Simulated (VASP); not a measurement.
Wanted: the native input for a VASP 6.6.1 run.

| Property | Result |
| --- | --- |
| Task | single point |
| Functional | r2SCAN |
| Potentials or basis | VASP PAW PBE potentials, release 64 (Rb_sv) |
| Cutoff | 520 eV |
| k mesh | 8 × 8 × 8 |
| Occupations | gaussian, width 0.1 eV |
| Spin | no spin polarisation |
| Dipole correction | no |
| Further INCAR settings | ALGO = Normal; EDIFF = 1e-06; NBANDS = 10 |

Crystal: Rb.

```
Rb
1.0
    -2.86772    2.86772    2.86772
     2.86772   -2.86772    2.86772
     2.86772    2.86772   -2.86772
Rb
1
Direct
  0.00000 0.00000 0.00000
```

The input as run:

POSCAR

```
Rb
1.0
   -2.8677202310      2.8677202310      2.8677202310
    2.8677202310     -2.8677202310      2.8677202310
    2.8677202310      2.8677202310     -2.8677202310
Rb
1
Direct
    0.0000000000      0.0000000000      0.0000000000
```

INCAR.step1

```
SYSTEM = Rb
PREC     = Accurate       ! precision mode
ENCUT    = 520            ! plane-wave cutoff, eV
ISMEAR   = 0              ! smearing method
SIGMA    = 0.1            ! smearing width, eV
LREAL    = .False.        ! projectors in reciprocal space
LASPH    = .True.         ! aspherical terms in the spheres
NELM     = 100            ! most SCF steps
NBANDS   = 10             ! bands
GGA      = PE             ! functional
ALGO     = Normal         ! electronic algorithm
EDIFF    = 1E-4           ! SCF threshold, eV
LWAVE    = .True.         ! write WAVECAR
LCHARG   = .False.        ! write CHGCAR
```

INCAR.step2

```
SYSTEM = Rb
PREC     = Accurate       ! precision mode
ENCUT    = 520            ! plane-wave cutoff, eV
EDIFF    = 1E-6           ! SCF threshold, eV
ISMEAR   = 0              ! smearing method
SIGMA    = 0.1            ! smearing width, eV
LREAL    = .False.        ! projectors in reciprocal space
LASPH    = .True.         ! aspherical terms in the spheres
NELM     = 100            ! most SCF steps
ALGO     = Normal         ! electronic algorithm
ISIF     = 2              ! what is computed and relaxed
LWAVE    = .False.        ! write WAVECAR
LCHARG   = .True.         ! write CHGCAR
METAGGA  = R2SCAN         ! meta-GGA
LMIXTAU  = .True.       
LELF     = .True.         ! ELF
LVHAR    = .True.       
NBANDS   = 10             ! bands
ISTART   = 1
```

KPOINTS

```
regular mesh
0
Gamma
  8 8 8
  0 0 0
```

Potentials or basis: VASP PAW PBE potentials, release 64 (Rb_sv).

Run with:

```sh
$ cat potpaw_PBE.64/Rb_sv/POTCAR > POTCAR
$ cp INCAR.step1 INCAR
$ mpirun -np 1 vasp_std > vasp.out
$ cp INCAR.step2 INCAR
$ mpirun -np 1 vasp_std > vasp.out
```

It gave:

```
Pressure               : 0.0 GPa
Band gap on the k mesh : zero (an odd number of electrons rules out a gap without spin polarisation)
```

Caveat: the PAW data sets were made with another functional, which shifts forces and pressure a little.

It took 58 s on 1 thread of Intel(R) Xeon(R) 6975P-C (Granite Rapids), on a shared host, peak memory 0.25 GiB.
